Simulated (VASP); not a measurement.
Write the native input for VASP 6.6.1 that does the following.

| Property | Result |
| --- | --- |
| Task | single point |
| Functional | PBE |
| Dispersion | D3(BJ) |
| Potentials or basis | VASP PAW PBE potentials, release 64 (B, N) |
| Cutoff | 520 eV |
| k mesh | 12 × 12 × 4 |
| Occupations | methfessel-paxton, width 0.05 eV |
| Spin | no spin polarisation |
| Dipole correction | no |
| Further INCAR settings | ALGO = Normal; EDIFF = 1e-06; NBANDS = 16 |

The structure of BN lies in POSCAR:

```
BN
1.0
    2.5061127838      0.0000000000      0.0000000000
   -1.2530563919      2.1703573356      0.0000000000
    0.0000000000      0.0000000000      6.5923998870
B N
2 2
Direct
   -0.0147441159     -0.0294882317      0.5000000000
    0.3281296101      0.6562592202      0.0000000000
    0.0040157147      0.0080314294      0.0000000000
    0.6780458360      0.3560916720      0.5000000000
```

This cell differs from its parent crystal: atoms displaced along a vibrational mode.

These files were run (other wordings do the same):

INCAR

```
ALGO     = Normal         # electronic algorithm
EDIFF    = 1E-6           # SCF threshold, eV
ENCUT    = 520            # plane-wave cutoff, eV
GGA      = PE             # functional
ISIF     = 2              # what is computed and relaxed
ISMEAR   = 1              # smearing method
IVDW     = 12             # dispersion correction
LASPH    = True           # aspherical terms in the spheres
LCHARG   = True           # write CHGCAR
LELF     = True           # ELF
LREAL    = False          # projectors in reciprocal space
LVHAR    = True         
LWAVE    = False          # write WAVECAR
NBANDS   = 16             # bands
NELM     = 100            # most SCF steps
PREC     = Accurate       # precision mode
SIGMA    = 0.05           # smearing width, eV
```

KPOINTS

```
k-points
0
Gamma
  12 12 4
```

Potentials or basis: VASP PAW PBE potentials, release 64 (B, N).

The run is started by

```console
$ cat potpaw_PBE.64/B/POTCAR potpaw_PBE.64/N/POTCAR > POTCAR
$ mpirun -np 1 vasp_std > vasp.out
```

It gave:

```yaml
Pressure: 3.1 GPa
Largest_force: 5.550 eV/Å
Band_gap_on_the_k_mesh: 3.99 eV (least direct gap 4.42 eV)
Dispersion_energy_per_atom: -0.142 eV
```

Caveat: the cell differs from its parent crystal (atoms displaced along a vibrational mode); the stress differs along the axes, from -5 to 15 GPa; forces of over 1 eV/Å act on the atoms, so gaps and moduli don't describe the material at rest.

It took 2.1 min on 1 thread of Intel Xeon 8259CL, with other jobs on the host, peak memory 0.2 GiB.
